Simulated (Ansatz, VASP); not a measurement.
**One calculation of WS2, two programs**

```
CELL_PARAMETERS angstrom
1.56840 0.90552 6.12197
-1.56840 0.90552 6.12197
0.00000 -1.81104 6.12197
ATOMIC_POSITIONS crystal
W 0.00000 0.00000 0.00000
S 0.58100 0.58100 0.58100
S 0.75030 0.75030 0.75030
```

Change from the starting cell: volume scaled by 0.98.

Alike in both runs: task single point; functional LDA; k mesh 10 × 10 × 10; occupations fermi-dirac, width 0.05 eV; no spin polarisation.

|  | VASP | Ansatz |
| --- | --- | --- |
| version | VASP 6.6.1 | Ansatz 0.2.0 |
| potentials or method | VASP PAW LDA potentials, release 64 (W_sv, S), cutoff 520 eV | all-electron LAPW, scalar-relativistic |

Ansatz gave:

- gap on the k mesh at the Fermi level (eV): 0.97
- least direct gap on the mesh (eV): 2.28
- pressure (GPa): -0.2
- traceless stress, the component that is largest in VASP (GPa): 0.51
- rms of the force components (eV/Å): 0.254

Problem. Estimate VASP's values.

Solution. gap on the k mesh at the Fermi level (eV): 0.97; least direct gap on the mesh (eV): 2.29; pressure (GPa): 0.2; traceless stress, the component that is largest in VASP (GPa): 0.54; rms of the force components (eV/Å): 0.259.

LDA's correlation is that of Perdew and Zunger in VASP and of Perdew and Wang (1992) in Ansatz. Atom by atom the forces differ by 0.022 eV/Å (rms over components). Ansatz ran all-electron here, and VASP with PAW potentials.

Spin-orbit coupling is off throughout.
